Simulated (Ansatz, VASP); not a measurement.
## Two plane-wave programs on Ag

The input POSCAR:

```
Ag
1.0
   -1.5728713000      1.5728713000      1.6142626500
    1.5728713000     -1.5728713000      1.6142626500
    1.5728713000      1.5728713000     -1.6142626500
Ag
1
Direct
    0.0000000000      0.0000000000      0.0000000000
```

File INCAR.step1:

```
SYSTEM = Ag
ALGO     = Normal         ! electronic algorithm
EDIFF    = 1E-4           ! SCF threshold, eV
ENCUT    = 520            ! plane-wave cutoff, eV
GGA      = PE             ! functional
ISMEAR   = 0              ! smearing method
LASPH    = .True.         ! aspherical terms in the spheres
LCHARG   = .False.        ! write CHGCAR
LREAL    = .False.        ! projectors in reciprocal space
LWAVE    = .True.         ! write WAVECAR
NBANDS   = 12             ! bands
NELM     = 80             ! most SCF steps
PREC     = Accurate       ! precision mode
SIGMA    = 0.15           ! smearing width, eV
```

File INCAR.step2:

```
SYSTEM = Ag
ALGO     = Normal         ! electronic algorithm
EDIFF    = 1E-6           ! SCF threshold, eV
ENCUT    = 520            ! plane-wave cutoff, eV
ISIF     = 2              ! what is computed and relaxed
ISMEAR   = 0              ! smearing method
ISTART   = 1            
LASPH    = .True.         ! aspherical terms in the spheres
LCHARG   = .True.         ! write CHGCAR
LELF     = .True.         ! ELF
LMIXTAU  = .True.       
LREAL    = .False.        ! projectors in reciprocal space
LVHAR    = .True.       
LWAVE    = .False.        ! write WAVECAR
METAGGA  = R2SCAN         ! meta-GGA
NBANDS   = 12             ! bands
NELM     = 80             ! most SCF steps
PREC     = Accurate       ! precision mode
SIGMA    = 0.15           ! smearing width, eV
```

The input KPOINTS:

```
k-points
0
Gamma
  20 20 20
  0 0 0
```

Input for Ansatz:

```yaml
crystal:
  lattice:
    - [-1.5728713, 1.5728713, 1.61426265]
    - [1.5728713, -1.5728713, 1.61426265]
    - [1.5728713, 1.5728713, -1.61426265]
  atoms:
    - { symbol: Ag, position: [0.0, 0.0, 0.0] }
basis:
  ecutwfc: 500
kpoints:
  mp_grid: { grid: [20, 20, 20] }
hamiltonian:
  xc: r2scan
scf:
  occupations: { method: gaussian, width: 0.15 }
output:
  forces: true
  stress: true
  eigenvalues: true
```

Change from the starting cell: strain -0.050 along x and y, -0.025 along z, atoms carried along.

Alike in both runs: task single point; functional r2SCAN; k mesh 20 × 20 × 20; occupations gaussian, width 0.15 eV; no spin polarisation.

```csv
,VASP,Ansatz
version,VASP 6.6.1,Ansatz 0.2.0
potentials or method,"VASP PAW PBE potentials, release 64 (Ag), cutoff 520 eV","scalar-relativistic, plane waves, PAW"
valence electrons in the cell,11,19
```

VASP gave:

| Property | Result |
| --- | --- |
| gap on the k mesh at the Fermi level (eV) | none |
| pressure (GPa) | 11.4 |
| traceless stress, the component that is largest in VASP (GPa) | 0.57 |

Estimate Ansatz's values.

gap on the k mesh at the Fermi level (eV): none; pressure (GPa): 11.1; traceless stress, the component that is largest in VASP (GPa): 0.57.

VASP's potentials were made for PBE, not for r2SCAN. A gap of «none» marks a metal or a gap that the smearing closes. VASP's potentials hold 11 valence electrons a cell and Ansatz's 19, so a difference there can come from the potentials and not from the codes.
